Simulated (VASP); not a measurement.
MnO: single point with PBEsol

Crystal: MnO.

```
CELL_PARAMETERS angstrom
0.00000 2.11090 2.22200
2.22200 0.00000 2.22200
2.22200 2.11090 0.00000
ATOMIC_POSITIONS crystal
Mn 0.00000 0.00000 0.00000
O 0.50000 0.50000 0.50000
```

This cell differs from its parent crystal: strain -0.0500 x Voigt [0, 1, 0, 0, 0, 0].

| Property | Result |
| --- | --- |
| Program | VASP 6.6.1 |
| Task | single point |
| Functional | PBEsol |
| Potentials or basis | VASP PAW PBE potentials, release 64 (Mn_pv, O) |
| Cutoff | 520 eV |
| k mesh | 18 × 18 × 18 |
| Occupations | gaussian, width 0.15 eV |
| Spin | collinear spin, ferromagnetic start |
| Starting moments | [4.41, 0.25] μB |
| Dipole correction | no |
| Further INCAR settings | ALGO = Normal; EDIFF = 1e-06; NBANDS = 20 |

```yaml
Pressure: -1.5 GPa
Net_moment: 4.57 μB per cell
Site_moments: Mn +4.17; O +0.19 μB
Valence_electrons_inside_the_program's_atomic_spheres: Mn 11.43; O 4.97
```

Stress tensor (GPa, compression positive):
```
-1.98  0.00  0.00
 0.00 -0.51  0.00
 0.00  0.00 -1.98
```

Levels at points of the mesh, in eV from the Fermi level:
Spin up:
```tsv
k point	band 8	band 9	band 10	band 11	band 12	band 13	band 14	band 15	band 16	band 17
(0.00, 0.00, 0.00)	-3.36	-3.36	-3.12	-2.80	-2.71	-0.29	13.95	16.60	16.65	16.65
(0.50, 0.00, 0.00)	-2.31	-2.22	-1.81	0.12	0.57	3.42	8.11	11.52	12.70	18.99
(0.50, 0.50, 0.00)	-4.42	-2.28	-2.01	-1.92	-1.78	5.29	7.77	10.80	13.87	14.65
(0.50, 0.00, 0.50)	-4.41	-2.22	-1.97	-1.97	-1.71	5.35	8.34	10.14	13.73	13.73
```
Spin down:
| k point | band 5 | band 6 | band 7 | band 8 | band 9 | band 10 |
| --- | --- | --- | --- | --- | --- | --- |
| (0.00, 0.00, 0.00) | -3.80 | -3.62 | -3.62 | 0.36 | 0.36 | 0.52 |
| (0.50, 0.00, 0.00) | -7.95 | -5.38 | -5.25 | 1.75 | 1.83 | 1.88 |
| (0.50, 0.50, 0.00) | -6.95 | -4.82 | -4.50 | -1.24 | 1.72 | 2.15 |
| (0.50, 0.00, 0.50) | -6.83 | -4.80 | -4.80 | -1.27 | 1.91 | 2.12 |

Wall time 5.1 min on 1 thread of Intel(R) Xeon(R) Platinum 8259CL CPU @ 2.50GHz (Skylake/Cascade Lake), with other jobs on the host, peak memory 0.39 GiB.

Caveat: the cell differs from its parent crystal (strain -0.0500 x Voigt [0, 1, 0, 0, 0, 0]); the PAW data sets were made with another functional, which shifts forces and pressure a little; a cell with one magnetic atom can't hold antiferromagnetic order, which such compounds often take; semilocal functionals often make such compounds metallic where correlation or magnetic order opens a gap, which also shifts bond lengths.
